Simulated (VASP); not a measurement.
# Cs (Im-3m) in VASP: single point with LDA

Aim: the single point of Cs with LDA.

Program: VASP 6.6.1. These are calculated values, not measurements. Logs are shortened: lines on timing, memory, paths and dates and some standing lists are left out, and cuts for length are marked.

## (1) The cell of the first run

The structure is cubic, space group Im-3m (No. 229). Conventional cell: a = 6.045 Å, b = 6.045 Å, c = 6.045 Å, α = 90.00°, β = 90.00°, γ = 90.00°.

## (2) Single point, LDA

Contents of INCAR:

```
SYSTEM = Cs
ALGO     = Normal         ! electronic algorithm
EDIFF    = 1E-6           ! SCF threshold, eV
ENCUT    = 500            ! plane-wave cutoff, eV
GGA_COMPAT= .False.      
ISIF     = 2              ! what is computed and relaxed
ISMEAR   = 0              ! smearing method
LASPH    = .True.         ! aspherical terms in the spheres
LCHARG   = .False.        ! write CHGCAR
LREAL    = .False.        ! projectors in reciprocal space
LWAVE    = .False.        ! write WAVECAR
NBANDS   = 10             ! bands
NELM     = 120            ! most SCF steps
PREC     = Accurate       ! precision mode
SIGMA    = 0.1            ! smearing width, eV
```

Contents of KPOINTS:

```
k-points
0
Gamma
  4 4 4
  0 0 0
```

Contents of POSCAR:

```
Cs
1.0
   -3.0225000000      3.0225000000      3.0225000000
    3.0225000000     -3.0225000000      3.0225000000
    3.0225000000      3.0225000000     -3.0225000000
Cs
1
Direct
    0.0000000000      0.0000000000      0.0000000000
```

Potentials or basis: VASP PAW LDA potentials, release 64 (Cs_sv).

Run with:

```
> cat potpaw_LDA.64/Cs_sv/POTCAR > POTCAR
> mpirun -np 1 vasp_std > vasp.out
```

OUTCAR:

```text
SYSTEM = Cs
   EDIFF = 1E-6
   ENCUT = 500
   ISIF = 2
   ISMEAR = 0
   LASPH = .True.
   LREAL = .False.
   NELM = 120
   PREC = Accurate

 ion  position               nearest neighbor table
   1  0.000  0.000  0.000-

  LATTYP: Found a body centered cubic cell.
 ALAT       =     6.0450000000

  Lattice vectors:

 A1 = (  -3.0225000000,   3.0225000000,   3.0225000000)
 A2 = (   3.0225000000,  -3.0225000000,   3.0225000000)
 A3 = (   3.0225000000,   3.0225000000,  -3.0225000000)

Analysis of symmetry for initial positions (statically):
=====================================================================
 Subroutine PRICEL returns:
 Original cell was already a primitive cell.

 Routine SETGRP: Setting up the symmetry group for a
 body centered cubic supercell.

 Subroutine GETGRP returns: Found 48 space group operations
 (whereof 48 operations were pure point group operations)
 out of a pool of 48 trial point group operations.

The static configuration has the point symmetry O_h .

Analysis of symmetry for dynamics (positions and initial velocities):
=====================================================================
 Subroutine PRICEL returns:
 Original cell was already a primitive cell.

 Routine SETGRP: Setting up the symmetry group for a
 body centered cubic supercell.

 Subroutine GETGRP returns: Found 48 space group operations
 (whereof 48 operations were pure point group operations)
 out of a pool of 48 trial point group operations.

The dynamic configuration has the point symmetry O_h .

 Subroutine INISYM returns: Found 48 space group operations
 (whereof 48 operations are pure point group operations),
 and found     1 'primitive' translations

----------------------------------------------------------------------------------------

                                     Primitive cell

  volume of cell :     110.4483

  direct lattice vectors                    reciprocal lattice vectors
    -3.022500000  3.022500000  3.022500000     0.000000000  0.165425972  0.165425972
     3.022500000 -3.022500000  3.022500000     0.165425972  0.000000000  0.165425972
     3.022500000  3.022500000 -3.022500000     0.165425972  0.165425972  0.000000000

  length of vectors
     5.235123566  5.235123566  5.235123566     0.233947653  0.233947653  0.233947653

  position of ions in fractional coordinates (direct lattice)
[... 63 lines left out ...]
   NSW    =      0    number of steps for IOM
   IBRION =     -1    ionic relax: 0-MD 1-quasi-New 2-CG
   NFREE  =      0    steps in history (QN), initial steepest desc. (CG)
   ISIF   =      2    stress and relaxation
   ISYM   =      2    0-nonsym 1-usesym 2-fastsym
   POTIM  = 0.5000    time-step for ionic-motion
   TEBEG  =    0.0;   TEEND  =   0.0 temperature during run
   PSTRESS=    0.0 pullay stress
   NELECT =       9.0000    total number of electrons
   NUPDOWN=      -1.0000    fix difference up-down
   EMIN   =  10.00;   EMAX   =-10.00  energy-range for DOS
   EFERMI =   0.00;   METHOD = LEGACY
   ISMEAR =     0;   SIGMA  =   0.10  broadening in eV -4-tet -1-fermi 0-gaus
   EFERMI_NEDOS =   21; number of points for ismear=-14 and -15
   IALGO  =     38    algorithm
   IMIX   =      4    mixing-type and parameters
     AMIX     =   0.40;   BMIX     =  1.00
     AMIX_MAG =   1.60;   BMIX_MAG =  1.00
  volume/ion in A,a.u.               =     110.45       745.34
  Fermi-wavevector in a.u.,A,eV,Ry     =   0.709746  1.341225  6.853782  0.503739
  Thomas-Fermi vector in A             =   1.796409
   LORBIT       =      0    0 simple, 1 ext, 2 COOP (PROOUT), +10 PAW based schemes
   GGA     = CA    functional components
   LHFCALC =     F    Hartree Fock is set to
   AEXX    =    0.0000 exact exchange contribution
   IVDW    =     0    specifies the selected vdW correction
   LEPSILON=     F    determine dielectric tensor
   LRPA    =     F    only Hartree local field effects (RPA)
 non-spin polarized calculation
 Gauss-broadening in eV      SIGMA  =   0.10
  energy-cutoff  :      500.00
  volume of cell :      110.45
 maximum number of plane-waves:      2816
 NGX is ok and might be reduce to    40
   NGX = 19   NGY = 19   NGZ = 19

 number of electron       8.9999998 magnetization

 Free energy of the ion-electron system (eV)
  ---------------------------------------------------
  ext. energy  EPLUGINS =         0.00000000
  ---------------------------------------------------
  free energy    TOTEN  =        -0.93659872 eV

  energy without entropy =       -0.91100792  energy(sigma->0) =       -0.92380332

 E-fermi :   0.4019     XC(G=0):  -5.6457

 val. band max:        0.3866492622   @ k =   0.5000   0.0000   0.0000
 cond. band min:       0.4207225128   @ k =   0.2500   0.2500   0.0000
 fundamental gap:      0.0340732505
 Fermi energy:         0.4019403394

 k-point     1 :       0.0000    0.0000    0.0000
  band No.  band energies     occupation
      1     -23.4074      2.00000
      2     -10.1361      2.00000
      3     -10.1361      2.00000
      4     -10.1361      2.00000
      5      -1.3370      2.00000
      6       2.8320      0.00000
      7       2.8320      0.00000
      8       2.8320      0.00000
      9       3.7578      0.00000
     10       3.7578      0.00000
[... 79 lines left out ...]
 k-point     8 :       0.5000    0.5000    0.5000
  band No.  band energies     occupation
      1     -23.3927      2.00000
      2     -10.2514      2.00000
      3     -10.2514      2.00000
      4     -10.2514      2.00000
      5       1.0241      0.00000
      6       1.0241      0.00000
      7       3.5083      0.00000
      8       3.5083      0.00000
      9       3.5083      0.00000
     10       4.8634      0.00000

------------------------ aborting loop because EDIFF is reached ----------------------------------------

  FORCE on cell =-STRESS in cart. coord.  units (eV):
  Direction    XX          YY          ZZ          XY          YZ          ZX
  --------------------------------------------------------------------------------------
  -------------------------------------------------------------------------------------
  Total       -0.1958669     -0.1958669     -0.1958669     -0.0000000     -0.0000000      0.0000000
  in kB       -2.8412709     -2.8412709     -2.8412709     -0.0000000     -0.0000000      0.0000000
  external PRESSURE =      -2.8412709 kB  Pullay stress =       0.0000000 kB

 VOLUME and BASIS-vectors are now :
 -----------------------------------------------------------------------------
  energy-cutoff  :      500.00
  volume of cell :      110.45
      direct lattice vectors                 reciprocal lattice vectors
    -3.022500000  3.022500000  3.022500000     0.000000000  0.165425972  0.165425972
     3.022500000 -3.022500000  3.022500000     0.165425972  0.000000000  0.165425972
     3.022500000  3.022500000 -3.022500000     0.165425972  0.165425972  0.000000000

 POSITION                                       TOTAL-FORCE (eV/Angst)
 -----------------------------------------------------------------------------------
      0.00000      0.00000      0.00000         0.000000      0.000000     -0.000000
 -----------------------------------------------------------------------------------
    total drift:                                0.000000     -0.000000      0.000000

  FREE ENERGIE OF THE ION-ELECTRON SYSTEM (eV)
  ---------------------------------------------------
  free  energy   TOTEN  =        -0.9365987239 eV

  energy  without entropy=       -0.9110079231  energy(sigma->0) =       -0.92380332
```

OSZICAR:

```text
N       E                     dE             d eps       ncg     rms          rms(c)
DAV:   1     0.512512244045E+02    0.51251E+02   -0.27365E+03   160   0.600E+02
DAV:   2     0.426030734276E+01   -0.46991E+02   -0.42442E+02   206   0.101E+02
DAV:   3    -0.857726681648E+00   -0.51180E+01   -0.51132E+01   180   0.404E+01
DAV:   4    -0.936796234689E+00   -0.79070E-01   -0.79062E-01   212   0.594E+00
DAV:   5    -0.937327393212E+00   -0.53116E-03   -0.53115E-03   222   0.471E-01    0.125E-01
DAV:   6    -0.936648247202E+00    0.67915E-03   -0.13383E-03   180   0.165E-01    0.775E-02
DAV:   7    -0.936561929751E+00    0.86317E-04   -0.21377E-03   198   0.208E-01    0.341E-02
DAV:   8    -0.936598273228E+00   -0.36343E-04   -0.61107E-05   188   0.498E-02    0.357E-03
DAV:   9    -0.936598723930E+00   -0.45070E-06   -0.60319E-07   176   0.419E-03
   1 F= -.93659872E+00 E0= -.92380332E+00  d E =-.255908E-01
```

Wall time 15 s (1 thread of AMD EPYC, shared host); peak memory 0.15 GiB.

Results:

| Item | Value |
| --- | --- |
| Free energy | -0.9366 eV |
| Pressure | -0.3 GPa |
| Band gap on the k mesh | zero (an odd number of electrons rules out a gap without spin polarisation) |

Levels at points of the mesh, in eV from the Fermi level:
| k point | band 2 | band 3 | band 4 | band 5 | band 6 | band 7 |
| --- | --- | --- | --- | --- | --- | --- |
| (0.00, 0.00, 0.00) | -10.54 | -10.54 | -10.54 | -1.74 | 2.43 | 2.43 |
| (0.50, 0.00, 0.00) | -10.70 | -10.59 | -10.54 | -0.02 | 0.97 | 1.58 |
| (0.50, 0.50, 0.50) | -10.65 | -10.65 | -10.65 | 0.62 | 0.62 | 3.11 |

Caveat: the k points lie up to 0.37 Å⁻¹ apart, too coarse for converged energies and pressures of a metal; spin-orbit coupling is left out, which moves the levels of the heavy elements.
